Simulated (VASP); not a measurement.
# Cd (I4_1/amd) in VASP: single point with PBE

Aim: the single point of Cd with PBE.

All numbers are computed with VASP 6.6.1; they aren't measurements. Logs are shortened: lines on timing, memory, paths and dates and some standing lists are left out, and cuts for length are marked.

## (1) The cell of the first run

It takes space group I4_1/amd (No. 141, tetragonal). Conventional cell: a = 4.295 Å, b = 4.295 Å, c = 2.243 Å, α = 90.00°, β = 90.00°, γ = 90.00°. Within 2.9 Å of Cd (site symmetry -4m2) lie 10 Cd at 2.22 to 2.73 Å.

## (2) Single point, PBE (10.34 Å³/atom)

The input, POSCAR:

```
Cd
1.0
   -2.1472665741      2.1472665741      1.1216487207
    2.1472665741     -2.1472665741      1.1216487207
    2.1472665741      2.1472665741     -1.1216487207
Cd
2
Direct
   -0.3750000000     -0.1250000000     -0.2500000000
    0.3750000000      0.1250000000      0.2500000000
```

The input, INCAR.step1:

```
SYSTEM = Cd
ALGO     = Normal         ! electronic algorithm
EDIFF    = 1E-6           ! SCF threshold, eV
ENCUT    = 470            ! plane-wave cutoff, eV
GGA      = PE             ! functional
GGA_COMPAT= .False.      
ISIF     = 2              ! what is computed and relaxed
ISMEAR   = -1             ! smearing method
LASPH    = .True.         ! aspherical terms in the spheres
LCHARG   = .True.         ! write CHGCAR
LORBIT   = 11             ! projections on sites
LREAL    = .False.        ! projectors in reciprocal space
LWAVE    = .False.        ! write WAVECAR
NBANDS   = 27             ! bands
NEDOS    = 2001           ! points of the DOS
NELM     = 120            ! most SCF steps
PREC     = Accurate       ! precision mode
SIGMA    = 0.1            ! smearing width, eV
```

The input, KPOINTS.step1:

```
k-points
0
Gamma
  14 14 14
  0 0 0
```

The input, INCAR.step2:

```
SYSTEM = Cd
ALGO     = Normal         ! electronic algorithm
EDIFF    = 1E-6           ! SCF threshold, eV
ENCUT    = 470            ! plane-wave cutoff, eV
GGA      = PE             ! functional
GGA_COMPAT= .False.      
ICHARG   = 11             ! starting density
ISIF     = 2              ! what is computed and relaxed
ISMEAR   = -5             ! smearing method
LASPH    = .True.         ! aspherical terms in the spheres
LCHARG   = .False.        ! write CHGCAR
LORBIT   = 10             ! projections on sites
LREAL    = .False.        ! projectors in reciprocal space
LWAVE    = .False.        ! write WAVECAR
NEDOS    = 1001           ! points of the DOS
NELM     = 120            ! most SCF steps
PREC     = Accurate       ! precision mode
SIGMA    = 0.1            ! smearing width, eV
```

The input, KPOINTS.step2:

```
k-points
0
Gamma
  21 21 21
  0 0 0
```

Potentials or basis: VASP PAW PBE potentials, release 64 (Cd_sv_GW).

On the command line:

```
$ cat potpaw_PBE.64/Cd_sv_GW/POTCAR > POTCAR
$ cp INCAR.step1 INCAR
$ cp KPOINTS.step1 KPOINTS
$ mpirun -np 1 vasp_std > vasp.out
$ cp INCAR.step2 INCAR
$ cp KPOINTS.step2 KPOINTS
$ mpirun -np 1 vasp_std > vasp.out
```

OUTCAR:

```text
SYSTEM = Cd
   EDIFF = 1E-6
   ENCUT = 470
   GGA = PE
   ICHARG = 11
   ISIF = 2
   ISMEAR = -5
   LASPH = .True.
   LORBIT = 10
   LREAL = .False.
   NELM = 120
   PREC = Accurate

 ion  position               nearest neighbor table
   1  0.625  0.875  0.750-   2 2.22   2 2.22   2 2.22   2 2.22
   2  0.375  0.125  0.250-   1 2.22   1 2.22   1 2.22   1 2.22

  LATTYP: Found a body centered tetragonal cell.
 ALAT       =     4.2945331482
 C/A-ratio  =     0.5223611890

  Lattice vectors:

 A1 = (  -2.1472665741,   2.1472665741,   1.1216487207)
 A2 = (   2.1472665741,  -2.1472665741,   1.1216487207)
 A3 = (   2.1472665741,   2.1472665741,  -1.1216487207)

Analysis of symmetry for initial positions (statically):
=====================================================================
 Subroutine PRICEL returns:
 Original cell was already a primitive cell.

 Routine SETGRP: Setting up the symmetry group for a
 body centered tetragonal supercell.

 Subroutine GETGRP returns: Found 16 space group operations
 (whereof  4 operations were pure point group operations)
 out of a pool of 16 trial point group operations.

The static configuration has the point symmetry C_2h.
 The point group associated with its full space group is D_4h.

Analysis of symmetry for dynamics (positions and initial velocities):
=====================================================================
 Subroutine PRICEL returns:
 Original cell was already a primitive cell.

 Routine SETGRP: Setting up the symmetry group for a
 body centered tetragonal supercell.

 Subroutine GETGRP returns: Found 16 space group operations
 (whereof  4 operations were pure point group operations)
 out of a pool of 16 trial point group operations.

The dynamic configuration has the point symmetry C_2h.
 The point group associated with its full space group is D_4h.

 Subroutine INISYM returns: Found 16 space group operations
 (whereof  4 operations are pure point group operations),
 and found     1 'primitive' translations

----------------------------------------------------------------------------------------

                                     Primitive cell

  volume of cell :      20.6866

  direct lattice vectors                    reciprocal lattice vectors
    -2.147266574  2.147266574  1.121648721     0.000000000  0.232854181  0.445772362
     2.147266574 -2.147266574  1.121648721     0.232854181  0.000000000  0.445772362
     2.147266574  2.147266574 -1.121648721     0.232854181  0.232854181  0.000000000

  length of vectors
     3.237221545  3.237221545  3.237221545     0.502925510  0.502925510  0.329305541

  position of ions in fractional coordinates (direct lattice)
     0.625000000  0.875000000  0.750000000
     0.375000000  0.125000000  0.250000000

  ion indices of the primitive-cell ions
   primitive index   ion index
                 1           1
                 2           2

----------------------------------------------------------------------------------------

 KPOINTS: k-points

Automatic generation of k-mesh.
 Grid dimensions read from file:
 generate k-points for:   21   21   21

 Generating k-lattice:

  Cartesian coordinates                     Fractional coordinates (reciprocal lattice)
     0.000000000  0.011088294  0.021227255     0.047619048  0.000000000 -0.000000000
     0.011088294  0.000000000  0.021227255     0.000000000  0.047619048 -0.000000000
     0.011088294  0.011088294  0.000000000     0.000000000  0.000000000  0.047619048

  Length of vectors
     0.023948834  0.023948834  0.015681216

  Shift w.r.t. Gamma in fractional coordinates (k-lattice)
     0.000000000  0.000000000  0.000000000

 TETIRR: Found  22611 inequivalent tetrahedra from    55566

 Subroutine IBZKPT returns following result:
 ===========================================

 Found    726 irreducible k-points:

 Following reciprocal coordinates:
            Coordinates               Weight
  0.000000  0.000000  0.000000      1.000000
  0.047619  0.000000  0.000000      8.000000
  0.095238 -0.000000  0.000000      8.000000
  0.142857 -0.000000  0.000000      8.000000
  0.190476 -0.000000  0.000000      8.000000
  0.238095 -0.000000  0.000000      8.000000
[... 16 lines left out ...]
 -0.428571  0.047619 -0.000000     16.000000
 -0.380952  0.047619 -0.000000     16.000000
 [... further k-points ...]
   k-points           NKPTS =    726   k-points in BZ     NKDIM =    726   number of bands    NBANDS=     24
   number of dos      NEDOS =   1001   number of ions     NIONS =      2
   total plane-waves  NPLWV =  13824
   dimension x,y,z NGX =    24 NGY =   24 NGZ =   24
   dimension x,y,z NGXF=    48 NGYF=   48 NGZF=   48
   ions per type =               2
   NGX,Y,Z   is equivalent  to a cutoff of  12.33, 12.33, 12.33 a.u.
   NGXF,Y,Z  is equivalent  to a cutoff of  24.65, 24.65, 24.65 a.u.
 SYSTEM =  Cd
   PREC   = accura    normal or accurate (medium, high low for compatibility)
   ISTART =      0    job   : 0-new  1-cont  2-samecut
   ICHARG =     11    charge: 1-file 2-atom 10-const
   ISPIN  =      1    spin polarized calculation?
   LNONCOLLINEAR =      F non collinear calculations
   LSORBIT =      F    spin-orbit coupling
   LASPH  =      T    aspherical Exc in radial PAW
   ENCUT  =  470.0 eV  34.54 Ry    5.88 a.u.   5.72  5.72  5.72*2*pi/ulx,y,z
   NELM   =    120;   NELMIN=  2; NELMDL=  0     # of ELM steps
   EDIFF  = 0.1E-05   stopping-criterion for ELM
   LREAL  =      F    real-space projection
   EDIFFG = 0.1E-04   stopping-criterion for IOM
   NSW    =      0    number of steps for IOM
   IBRION =     -1    ionic relax: 0-MD 1-quasi-New 2-CG
   NFREE  =      0    steps in history (QN), initial steepest desc. (CG)
   ISIF   =      2    stress and relaxation
   ISYM   =      2    0-nonsym 1-usesym 2-fastsym
   POTIM  = 0.5000    time-step for ionic-motion
   TEBEG  =    0.0;   TEEND  =   0.0 temperature during run
   PSTRESS=    0.0 pullay stress
   NELECT =      40.0000    total number of electrons
   NUPDOWN=      -1.0000    fix difference up-down
   EMIN   =  10.00;   EMAX   =-10.00  energy-range for DOS
   EFERMI =   0.00;   METHOD = LEGACY
   ISMEAR =    -5;   SIGMA  =   0.10  broadening in eV -4-tet -1-fermi 0-gaus
   EFERMI_NEDOS =   21; number of points for ismear=-14 and -15
   IALGO  =     38    algorithm
   IMIX   =      4    mixing-type and parameters
     AMIX     =   0.40;   BMIX     =  1.00
     AMIX_MAG =   1.60;   BMIX_MAG =  1.00
  volume/ion in A,a.u.               =      10.34        69.80
  Fermi-wavevector in a.u.,A,eV,Ry     =   2.039538  3.854169 56.596388  4.159717
  Thomas-Fermi vector in A             =   3.045228
   LORBIT       =     10    0 simple, 1 ext, 2 COOP (PROOUT), +10 PAW based schemes
   GGA     = PE    functional components
   LHFCALC =     F    Hartree Fock is set to
   AEXX    =    0.0000 exact exchange contribution
   IVDW    =     0    specifies the selected vdW correction
   LEPSILON=     F    determine dielectric tensor
   LRPA    =     F    only Hartree local field effects (RPA)
 non-spin polarized calculation
 Fermi weights with tetrahedron method with Bloechl corrections
  energy-cutoff  :      470.00
  volume of cell :       20.69
 maximum number of plane-waves:       492

 number of electron      39.9999975 magnetization

 Free energy of the ion-electron system (eV)
  ---------------------------------------------------
  ext. energy  EPLUGINS =         0.00000000
  ---------------------------------------------------
  free energy    TOTEN  =        12.43773823 eV

  energy without entropy =       12.43773823  energy(sigma->0) =       12.43773823

 E-fermi :  19.7617     XC(G=0): -16.0244

 val. band max:       19.8765695811   @ k =   0.4762   0.0952   0.0476
 cond. band min:      19.6188844316   @ k =  -0.1429   0.3810   0.1429
 fundamental gap:     -0.2576851495
 Fermi energy:        19.7616959196

 k-point     1 :       0.0000    0.0000    0.0000
  band No.  band energies     occupation
      1     -87.8270      2.00000
      2     -87.5576      2.00000
      3     -49.2681      2.00000
      4     -49.2681      2.00000
      5     -48.4045      2.00000
      6     -48.4045      2.00000
[... 16 lines left out ...]
     23      30.2868      0.00000
     24      32.8082      0.00000

 k-point     2 :       0.0476    0.0000    0.0000
  band No.  band energies     occupation
      1     -87.8238      2.00000
      2     -87.5571      2.00000
      3     -49.2667      2.00000
      4     -49.2613      2.00000
      5     -48.4193      2.00000
      6     -48.4033      2.00000
[... 16 lines left out ...]
     23      30.3319      0.00000
     24      32.9833      0.00000

 k-point     3 :       0.0952   -0.0000    0.0000
  band No.  band energies     occupation
      1     -87.8127      2.00000
      2     -87.5539      2.00000
      3     -49.2612      2.00000
      4     -49.2391      2.00000
      5     -48.4722      2.00000
      6     -48.4451      2.00000
[... 16 lines left out ...]
     23      30.4836      0.00000
     24      32.8724      0.00000

 k-point     4 :       0.1429   -0.0000    0.0000
  band No.  band energies     occupation
      1     -87.7951      2.00000
      2     -87.5489      2.00000
      3     -49.2518      2.00000
      4     -49.2036      2.00000
      5     -48.5633      2.00000
      6     -48.5378      2.00000
[... 16 lines left out ...]
     23      30.7772      0.00000
     24      32.7826      0.00000

 k-point     5 :       0.1905   -0.0000    0.0000
  band No.  band energies     occupation
      1     -87.7727      2.00000
      2     -87.5426      2.00000
      3     -49.2395      2.00000
      4     -49.1611      2.00000
      5     -48.6821      2.00000
      6     -48.6497      2.00000
[... 16 lines left out ...]
     23      31.1448      0.00000
     24      31.9516      0.00000

 k-point     6 :       0.2381   -0.0000    0.0000
  band No.  band energies     occupation
      1     -87.7465      2.00000
      2     -87.5361      2.00000
      3     -49.2257      2.00000
      4     -49.1194      2.00000
      5     -48.8152      2.00000
      6     -48.7644      2.00000
[... 16 lines left out ...]
     23      29.6257      0.00000
     24      31.8714      0.00000
[... 379 lines left out ...]
 k-point    21 :       0.4762    0.0476    0.0000
  band No.  band energies     occupation
      1     -87.6390      2.00000
      2     -87.5233      2.00000
      3     -49.3443      2.00000
      4     -49.2606      2.00000
      5     -49.1687      2.00000
      6     -48.7640      2.00000
[... 16 lines left out ...]
     23      28.4606      0.00000
     24      28.7783      0.00000

 k-point    22 :      -0.4762    0.0476   -0.0000
  band No.  band energies     occupation
      1     -87.6459      2.00000
      2     -87.5261      2.00000
      3     -49.3073      2.00000
      4     -49.2268      2.00000
      5     -49.1736      2.00000
      6     -48.7555      2.00000
[... 16 lines left out ...]
     23      28.7237      0.00000
     24      29.2506      0.00000

 k-point    23 :      -0.4286    0.0476   -0.0000
  band No.  band energies     occupation
      1     -87.6621      2.00000
      2     -87.5293      2.00000
      3     -49.2415      2.00000
      4     -49.1797      2.00000
      5     -49.1611      2.00000
      6     -48.7905      2.00000
[... 16 lines left out ...]
     23      29.2667      0.00000
     24      29.9400      0.00000

 k-point    24 :      -0.3810    0.0476   -0.0000
  band No.  band energies     occupation
      1     -87.6851      2.00000
      2     -87.5328      2.00000
      3     -49.2044      2.00000
      4     -49.1396      2.00000
      5     -49.0704      2.00000
      6     -48.8270      2.00000
[... 16 lines left out ...]
     23      29.9141      0.00000
     24      30.5995      0.00000

 [... further k-points ...]
[... 5 lines left out ...]
  --------------------------------------------------------------------------------------
  -------------------------------------------------------------------------------------
  Total       46.6139072     46.6139072     46.5589604     -0.0000000     -0.0000000     -0.0000000
  in kB     3610.2502418   3610.2502418   3605.9946054     -0.0000000     -0.0000000     -0.0000000
  external PRESSURE =    3608.8316963 kB  Pullay stress =       0.0000000 kB

 VOLUME and BASIS-vectors are now :
 -----------------------------------------------------------------------------
  energy-cutoff  :      470.00
  volume of cell :       20.69
      direct lattice vectors                 reciprocal lattice vectors
    -2.147266574  2.147266574  1.121648721     0.000000000  0.232854181  0.445772362
     2.147266574 -2.147266574  1.121648721     0.232854181  0.000000000  0.445772362
     2.147266574  2.147266574 -1.121648721     0.232854181  0.232854181  0.000000000

 POSITION                                       TOTAL-FORCE (eV/Angst)
 -----------------------------------------------------------------------------------
      2.14727      1.07363      0.84124         0.000000     -0.000000     -0.000000
     -0.00000      1.07363      0.28041        -0.000000      0.000000      0.000000
 -----------------------------------------------------------------------------------
    total drift:                               -0.000000      0.000000      0.000000

  FREE ENERGIE OF THE ION-ELECTRON SYSTEM (eV)
  ---------------------------------------------------
  free  energy   TOTEN  =        12.4377382346 eV

  energy  without entropy=       12.4377382346  energy(sigma->0) =       12.43773823

 total charge

# of ion       s       p       d       f       tot
--------------------------------------------------
    1        2.524   6.791   9.208   0.055  18.578
    2        2.524   6.791   9.208   0.055  18.578
--------------------------------------------------
tot          5.047  13.583  18.416   0.110  37.156
```

Run time: 2.2 min. Hardware: 1 thread of Intel Xeon 6975P-C (Granite Rapids), shared host; peak memory 0.5 GiB.

What came out:

| Property | Result |
| --- | --- |
| Valence electrons inside the program's atomic spheres | Cd 18.58 |
